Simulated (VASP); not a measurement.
# SnSe in VASP: further runs

Runs on SnSe. Level: r2SCAN. Tasks: single point.

Program: VASP 6.6.1. These are calculated values, not measurements. Logs are shortened: lines on timing, memory, paths and dates and some standing lists are left out, and cuts for length are marked.

### 1 The cell of the first run

The cell holds a slab with vacuum, 4 atoms: a = 4.286 Å, b = 4.288 Å, c = 10.995 Å, α = 93.44°, β = 90.00°, γ = 90.00°.

### 2 Single point, r2SCAN (strain -0.0600 x Voigt [0, 0, 0, 1, 0, 0])

POSCAR

```
SnSe
1.0
    4.2860948229      0.0000000000      0.0000000000
    0.0000000000      4.2860948229     -0.1285828447
    0.0000000000     -0.3296954691     10.9898489716
Sn Se
2 2
Direct
    0.5000000000      0.0000000000      0.3713940265
    0.0000000000      0.5000000000      0.6286059735
    0.5000000000      0.0000000000      0.6150878825
    0.0000000000      0.5000000000      0.3849121175
```

INCAR.step1

```
SYSTEM = SnSe
  PREC = Accurate
  ENCUT = 520
  ISMEAR = 0
  SIGMA = 0.05
  LREAL = .False.
  LASPH = .True.
  NELM = 60
  NBANDS = 28
  GGA = PE
  ALGO = Normal
  EDIFF = 1E-4
  LWAVE = .True.
  LCHARG = .False.
```

INCAR.step2

```
SYSTEM = SnSe
  PREC = Accurate
  ENCUT = 520
  EDIFF = 1E-6
  ISMEAR = 0
  SIGMA = 0.05
  LREAL = .False.
  LASPH = .True.
  NELM = 60
  ALGO = Normal
  ISIF = 2
  LWAVE = .False.
  LCHARG = .False.
  METAGGA = R2SCAN
  LMIXTAU = .True.
  NBANDS = 28
  ISTART = 1
```

KPOINTS

```
regular mesh
0
Gamma
  6 6 4
  0 0 0
```

Potentials or basis: VASP PAW PBE potentials, release 64 (Sn_d, Se).

On the command line:

```console
$ cat potpaw_PBE.64/Sn_d/POTCAR potpaw_PBE.64/Se/POTCAR > POTCAR
$ cp INCAR.step1 INCAR
$ mpirun -np 1 vasp_std > vasp.out
$ cp INCAR.step2 INCAR
$ mpirun -np 1 vasp_std > vasp.out
```

OUTCAR:

```text
SYSTEM = SnSe
   PREC = Accurate
   ENCUT = 520
   EDIFF = 1E-6
   ISMEAR = 0
   LREAL = .False.
   LASPH = .True.
   NELM = 60
   ISIF = 2
   METAGGA = R2SCAN
   ISTART = 1

 ion  position               nearest neighbor table
   1  0.500  0.000  0.371-   3 2.68   4 3.03   4 3.03   4 3.04   4 3.04
   2  0.000  0.500  0.629-   4 2.68   3 3.03   3 3.03   3 3.04   3 3.04
   3  0.500  0.000  0.615-   1 2.68   2 3.03   2 3.03   2 3.04   2 3.04
   4  0.000  0.500  0.385-   2 2.68   1 3.03   1 3.03   1 3.04   1 3.04

  LATTYP: Found a simple monoclinic cell.
 ALAT       =     4.2880231318
 B/A-ratio  =     0.9995503035
 C/A-ratio  =     2.5640704244
 COS(beta)  =    -0.0599460486

  Lattice vectors:

 A1 = (   0.0000000000,   4.2860948229,  -0.1285828447)
 A2 = (  -4.2860948229,   0.0000000000,   0.0000000000)
 A3 = (   0.0000000000,  -0.3296954691,  10.9898489716)

Analysis of symmetry for initial positions (statically):
=====================================================================
 Subroutine PRICEL returns:
 Original cell was already a primitive cell.

 Routine SETGRP: Setting up the symmetry group for a
 simple monoclinic supercell.

 Subroutine GETGRP returns: Found  4 space group operations
 (whereof  2 operations were pure point group operations)
 out of a pool of  4 trial point group operations.

The static configuration has the point symmetry C_1h.
 The point group associated with its full space group is C_2h.

Analysis of symmetry for dynamics (positions and initial velocities):
=====================================================================
 Subroutine PRICEL returns:
 Original cell was already a primitive cell.

 Routine SETGRP: Setting up the symmetry group for a
 simple monoclinic supercell.

 Subroutine GETGRP returns: Found  4 space group operations
 (whereof  2 operations were pure point group operations)
 out of a pool of  4 trial point group operations.

The dynamic configuration has the point symmetry C_1h.
 The point group associated with its full space group is C_2h.

 Subroutine INISYM returns: Found  4 space group operations
 (whereof  2 operations are pure point group operations),
 and found     1 'primitive' translations

----------------------------------------------------------------------------------------

                                     Primitive cell

  volume of cell :     201.7085

  direct lattice vectors                    reciprocal lattice vectors
     4.286094823  0.000000000  0.000000000     0.233312617  0.000000000  0.000000000
     0.000000000  4.286094823 -0.128582845     0.000000000  0.233522788  0.007005684
     0.000000000 -0.329695469 10.989848972     0.000000000  0.002732251  0.091075029

  length of vectors
     4.286094823  4.288023132 10.994793291     0.233312617  0.233627849  0.091116003

  position of ions in fractional coordinates (direct lattice)
     0.500000000  0.000000000  0.371394026
     0.000000000  0.500000000  0.628605974
     0.500000000  0.000000000  0.615087882
     0.000000000  0.500000000  0.384912118

  ion indices of the primitive-cell ions
   primitive index   ion index
                 1           1
                 2           2
                 3           3
                 4           4

----------------------------------------------------------------------------------------

 KPOINTS: regular mesh

Automatic generation of k-mesh.
 Grid dimensions read from file:
 generate k-points for:    6    6    4

 Generating k-lattice:

  Cartesian coordinates                     Fractional coordinates (reciprocal lattice)
     0.038885436  0.000000000  0.000000000     0.166666667  0.000000000  0.000000000
     0.000000000  0.038920465  0.001167614     0.000000000  0.166666667  0.000000000
     0.000000000  0.000683063  0.022768757     0.000000000 -0.000000000  0.250000000

  Length of vectors
     0.038885436  0.038937975  0.022779001

  Shift w.r.t. Gamma in fractional coordinates (k-lattice)
     0.000000000  0.000000000  0.000000000

 Subroutine IBZKPT returns following result:
 ===========================================

 Found     56 irreducible k-points:

 Following reciprocal coordinates:
            Coordinates               Weight
  0.000000  0.000000  0.000000      1.000000
  0.166667  0.000000  0.000000      2.000000
  0.333333  0.000000  0.000000      2.000000
  0.500000  0.000000  0.000000      1.000000
  0.000000  0.166667  0.000000      2.000000
  0.166667  0.166667  0.000000      4.000000
[... 16 lines left out ...]
  0.333333  0.166667  0.250000      4.000000
  0.500000  0.166667  0.250000      2.000000
 [... further k-points ...]
   k-points           NKPTS =     56   k-points in BZ     NKDIM =     56   number of bands    NBANDS=     28
   number of dos      NEDOS =    301   number of ions     NIONS =      4
   total plane-waves  NPLWV =  86016
   dimension x,y,z NGX =    32 NGY =   32 NGZ =   84
   dimension x,y,z NGXF=    64 NGYF=   64 NGZF=  168
   ions per type =               2   2
   NGX,Y,Z   is equivalent  to a cutoff of  12.41, 12.41, 12.70 a.u.
   NGXF,Y,Z  is equivalent  to a cutoff of  24.82, 24.81, 25.40 a.u.
 SYSTEM =  SnSe
   PREC   = accura    normal or accurate (medium, high low for compatibility)
   ISTART =      1    job   : 0-new  1-cont  2-samecut
   ICHARG =      0    charge: 1-file 2-atom 10-const
   ISPIN  =      1    spin polarized calculation?
   LNONCOLLINEAR =      F non collinear calculations
   LSORBIT =      F    spin-orbit coupling
   LASPH  =      T    aspherical Exc in radial PAW
   ENCUT  =  520.0 eV  38.22 Ry    6.18 a.u.   7.97  7.97 20.44*2*pi/ulx,y,z
   NELM   =     60;   NELMIN=  2; NELMDL=  0     # of ELM steps
   EDIFF  = 0.1E-05   stopping-criterion for ELM
   LREAL  =      F    real-space projection
   EDIFFG = 0.1E-04   stopping-criterion for IOM
   NSW    =      0    number of steps for IOM
   IBRION =     -1    ionic relax: 0-MD 1-quasi-New 2-CG
   NFREE  =      0    steps in history (QN), initial steepest desc. (CG)
   ISIF   =      2    stress and relaxation
   ISYM   =      2    0-nonsym 1-usesym 2-fastsym
   POTIM  = 0.5000    time-step for ionic-motion
   TEBEG  =    0.0;   TEEND  =   0.0 temperature during run
   PSTRESS=    0.0 pullay stress
   NELECT =      40.0000    total number of electrons
   NUPDOWN=      -1.0000    fix difference up-down
   EMIN   =  10.00;   EMAX   =-10.00  energy-range for DOS
   EFERMI =   0.00;   METHOD = LEGACY
   ISMEAR =     0;   SIGMA  =   0.05  broadening in eV -4-tet -1-fermi 0-gaus
   EFERMI_NEDOS =   21; number of points for ismear=-14 and -15
   IALGO  =     38    algorithm
   IMIX   =      4    mixing-type and parameters
     AMIX     =   0.40;   BMIX     =  1.00
     AMIX_MAG =   1.60;   BMIX_MAG =  1.00
  volume/ion in A,a.u.               =      50.43       340.30
  Fermi-wavevector in a.u.,A,eV,Ry     =   0.954670  1.804065 12.400287  0.911395
  Thomas-Fermi vector in A             =   2.083438
   LORBIT       =      0    0 simple, 1 ext, 2 COOP (PROOUT), +10 PAW based schemes
   METAGGA = R2SCAN    functional components
   LHFCALC =     F    Hartree Fock is set to
   AEXX    =    0.0000 exact exchange contribution
   IVDW    =     0    specifies the selected vdW correction
   LEPSILON=     F    determine dielectric tensor
   LRPA    =     F    only Hartree local field effects (RPA)
 non-spin polarized calculation
 Gauss-broadening in eV      SIGMA  =   0.05
  energy-cutoff  :      520.00
  volume of cell :      201.71
 maximum number of plane-waves:      5484
 NGX is ok and might be reduce to    32
   NGX = 15   NGY = 15   NGZ = 41

 number of electron      40.0000025 magnetization

 Free energy of the ion-electron system (eV)
  ---------------------------------------------------
  ext. energy  EPLUGINS =         0.00000000
  ---------------------------------------------------
  free energy    TOTEN  =       -79.55439471 eV

  energy without entropy =      -79.55439471  energy(sigma->0) =      -79.55439471

 E-fermi :   0.7374     XC(G=0):  -6.2140

 val. band max:        0.4517931212   @ k =   0.3333   0.0000   0.5000
 cond. band min:       2.2046228211   @ k =   0.3333   0.0000   0.5000
 fundamental gap:      1.7528296999
 Fermi energy:         0.7373640466

 k-point     1 :       0.0000    0.0000    0.0000
  band No.  band energies     occupation
      1     -21.3189      2.00000
      2     -21.3145      2.00000
      3     -21.3135      2.00000
      4     -21.3074      2.00000
      5     -21.2914      2.00000
      6     -21.2599      2.00000
[... 20 lines left out ...]
     27       6.5959      0.00000
     28       6.6597      0.00000

 k-point     2 :       0.1667    0.0000    0.0000
  band No.  band energies     occupation
      1     -21.3163      2.00000
      2     -21.3161      2.00000
      3     -21.3116      2.00000
      4     -21.3101      2.00000
      5     -21.2876      2.00000
      6     -21.2604      2.00000
[... 20 lines left out ...]
     27       6.2035      0.00000
     28       6.2391      0.00000

 k-point     3 :       0.3333    0.0000    0.0000
  band No.  band energies     occupation
      1     -21.3191      2.00000
      2     -21.3157      2.00000
      3     -21.3112      2.00000
      4     -21.3084      2.00000
      5     -21.2780      2.00000
      6     -21.2626      2.00000
[... 20 lines left out ...]
     27       5.8971      0.00000
     28       7.5175      0.00000

 k-point     4 :       0.5000    0.0000    0.0000
  band No.  band energies     occupation
      1     -21.3195      2.00000
      2     -21.3195      2.00000
      3     -21.3079      2.00000
      4     -21.3079      2.00000
      5     -21.2685      2.00000
      6     -21.2685      2.00000
[... 578 lines left out ...]
     27       6.0735      0.00000
     28       7.2053      0.00000

 k-point    23 :       0.3333    0.1667    0.2500
  band No.  band energies     occupation
      1     -21.3228      2.00000
      2     -21.3205      2.00000
      3     -21.3083      2.00000
      4     -21.3059      2.00000
      5     -21.2745      2.00000
      6     -21.2621      2.00000
[... 20 lines left out ...]
     27       6.3410      0.00000
     28       6.9585      0.00000

 k-point    24 :       0.5000    0.1667    0.2500
  band No.  band energies     occupation
      1     -21.3243      2.00000
      2     -21.3243      2.00000
      3     -21.3050      2.00000
      4     -21.3050      2.00000
      5     -21.2665      2.00000
      6     -21.2665      2.00000
[... 20 lines left out ...]
     27       6.9169      0.00000
     28       6.9169      0.00000

 [... further k-points ...]

------------------------ aborting loop because EDIFF is reached ----------------------------------------

  FORCE on cell =-STRESS in cart. coord.  units (eV):
  Direction    XX          YY          ZZ          XY          YZ          ZX
  --------------------------------------------------------------------------------------
  -------------------------------------------------------------------------------------
  Total       -0.0088558     -0.0518668      0.0407458      0.0000000      0.5983929      0.0000000
  in kB       -0.0703422     -0.4119797      0.3236453      0.0000000      4.7530540      0.0000000
  external PRESSURE =      -0.0528922 kB  Pullay stress =       0.0000000 kB

 VOLUME and BASIS-vectors are now :
 -----------------------------------------------------------------------------
  energy-cutoff  :      520.00
  volume of cell :      201.71
      direct lattice vectors                 reciprocal lattice vectors
     4.286094823  0.000000000  0.000000000     0.233312617  0.000000000  0.000000000
     0.000000000  4.286094823 -0.128582845     0.000000000  0.233522788  0.007005684
     0.000000000 -0.329695469 10.989848972     0.000000000  0.002732251  0.091075029

 POSITION                                       TOTAL-FORCE (eV/Angst)
 -----------------------------------------------------------------------------------
      2.14305     -0.12245      4.08156         0.000000     -0.022486     -0.019763
      0.00000      1.93580      6.84399         0.000000      0.022486      0.019763
      2.14305     -0.20279      6.75972         0.000000      0.211511      0.017016
      0.00000      2.01614      4.16583         0.000000     -0.211511     -0.017016
 -----------------------------------------------------------------------------------
    total drift:                                0.000000      0.000000      0.000000

  FREE ENERGIE OF THE ION-ELECTRON SYSTEM (eV)
  ---------------------------------------------------
  free  energy   TOTEN  =       -79.5543947098 eV

  energy  without entropy=      -79.5543947098  energy(sigma->0) =      -79.55439471
```

Run time: 30 min. Hardware: 1 thread of Oxide Virtual Turin-like, shared host; peak memory 0.47 GiB.

Results:

```
Free energy            : -79.5544 eV
Largest force          : 0.212 eV/Å
Band gap on the k mesh : 1.75 eV
```

Forces in eV/Å, atoms in the order of the input:
```
Sn   0.000 -0.022 -0.020
Sn   0.000  0.022  0.020
Se   0.000  0.212  0.017
Se   0.000 -0.212 -0.017
```

Levels at points of the mesh, in eV from the valence-band top:
```tsv
k point	band 17	band 18	band 19	band 20	band 21	band 22	band 23	band 24
(0.00, 0.00, 0.00)	-3.14	-1.81	-1.78	-0.25	1.91	4.17	4.23	4.76
(0.50, 0.00, 0.00)	-1.62	-1.62	-0.15	-0.15	1.82	1.82	2.35	2.35
(0.00, 0.50, 0.00)	-1.67	-1.57	-0.19	-0.12	1.82	1.88	2.25	2.41
(0.50, 0.50, 0.00)	-3.30	-3.30	-1.75	-1.75	3.98	3.98	5.21	5.21
(0.00, 0.00, 0.50)	-3.14	-1.81	-1.78	-0.25	1.77	4.23	4.76	4.78
(0.50, 0.00, 0.50)	-1.62	-1.62	-0.15	-0.15	1.82	1.82	2.35	2.35
(0.00, 0.50, 0.50)	-1.67	-1.57	-0.19	-0.12	1.83	1.88	2.25	2.41
(0.50, 0.50, 0.50)	-3.30	-3.30	-1.75	-1.75	3.95	3.95	5.27	5.27
```

Caveat: the cell differs from its parent crystal (strain -0.0600 x Voigt [0, 0, 0, 1, 0, 0]); there is no dipole correction, which matters where the two faces differ; the PAW data sets were made with another functional, which shifts forces and pressure a little; spin-orbit coupling is left out, which moves the levels of the heavy elements.

### 3 Single point, r2SCAN (strain +0.0450 x Voigt [0, 0, 0, 1, 0, 0])

POSCAR: that of step 2 with these lines changed.

```diff
@@ -3,4 +3,4 @@
     4.2860948229      0.0000000000      0.0000000000
-    0.0000000000      4.2860948229     -0.1285828447
-    0.0000000000     -0.3296954691     10.9898489716
+    0.0000000000      4.2860948229      0.0964371335
+    0.0000000000      0.2472716019     10.9898489716
 Sn Se
```

INCAR.step1

```
ALGO     = Normal         # electronic algorithm
EDIFF    = 1E-4           # SCF threshold, eV
ENCUT    = 520            # plane-wave cutoff, eV
GGA      = PE             # functional
ISMEAR   = 0              # smearing method
LASPH    = True           # aspherical terms in the spheres
LCHARG   = False          # write CHGCAR
LREAL    = False          # projectors in reciprocal space
LWAVE    = True           # write WAVECAR
NBANDS   = 28             # bands
NELM     = 60             # most SCF steps
PREC     = Accurate       # precision mode
SIGMA    = 0.05           # smearing width, eV
```

INCAR.step2

```
ALGO     = Normal         # electronic algorithm
EDIFF    = 1E-7           # SCF threshold, eV
ENCUT    = 520            # plane-wave cutoff, eV
ISIF     = 2              # what is computed and relaxed
ISMEAR   = 0              # smearing method
ISTART   = 1            
LASPH    = True           # aspherical terms in the spheres
LCHARG   = False          # write CHGCAR
LMIXTAU  = True         
LREAL    = False          # projectors in reciprocal space
LWAVE    = False          # write WAVECAR
METAGGA  = R2SCAN         # meta-GGA
NBANDS   = 28             # bands
NELM     = 60             # most SCF steps
PREC     = Accurate       # precision mode
SIGMA    = 0.05           # smearing width, eV
```

KPOINTS

```
k-points
0
Gamma
  6 6 4
```

Potentials or basis: VASP PAW PBE potentials, release 64 (Sn_d, Se).

On the command line:

```console
$ cat potpaw_PBE.64/Sn_d/POTCAR potpaw_PBE.64/Se/POTCAR > POTCAR
$ cp INCAR.step1 INCAR
$ mpirun -np 1 vasp_std > vasp.out
$ cp INCAR.step2 INCAR
$ mpirun -np 1 vasp_std > vasp.out
```

Run time: 42 min. Hardware: 1 thread of Oxide Virtual Turin-like, shared host; peak memory 0.46 GiB.

Results (log left out):

```
Free energy            : -79.5623 eV
Largest force          : 0.159 eV/Å
Band gap on the k mesh : 1.76 eV
```

Forces on the atoms (eV/Å):
```
Sn   0.000  0.017 -0.015
Sn   0.000 -0.017  0.015
Se   0.000 -0.158  0.016
Se   0.000  0.158 -0.016
```

Levels at points of the mesh, in eV from the valence-band top:
```tsv
k point	band 17	band 18	band 19	band 20	band 21	band 22	band 23	band 24
(0.00, 0.00, 0.00)	-3.15	-1.80	-1.79	-0.25	1.90	4.17	4.23	4.76
(0.50, 0.00, 0.00)	-1.62	-1.62	-0.15	-0.15	1.83	1.83	2.34	2.34
(0.00, 0.50, 0.00)	-1.66	-1.58	-0.18	-0.13	1.83	1.87	2.27	2.39
(0.50, 0.50, 0.00)	-3.30	-3.30	-1.75	-1.75	4.00	4.00	5.19	5.19
(0.00, 0.00, 0.50)	-3.15	-1.80	-1.79	-0.25	1.77	4.23	4.76	4.77
(0.50, 0.00, 0.50)	-1.62	-1.62	-0.15	-0.15	1.83	1.83	2.34	2.34
(0.00, 0.50, 0.50)	-1.66	-1.58	-0.18	-0.13	1.83	1.87	2.27	2.39
(0.50, 0.50, 0.50)	-3.30	-3.30	-1.75	-1.75	3.97	3.97	5.26	5.26
```

Caveat: the cell differs from its parent crystal (strain +0.0450 x Voigt [0, 0, 0, 1, 0, 0]); there is no dipole correction, which matters where the two faces differ; the PAW data sets were made with another functional, which shifts forces and pressure a little; spin-orbit coupling is left out, which moves the levels of the heavy elements.
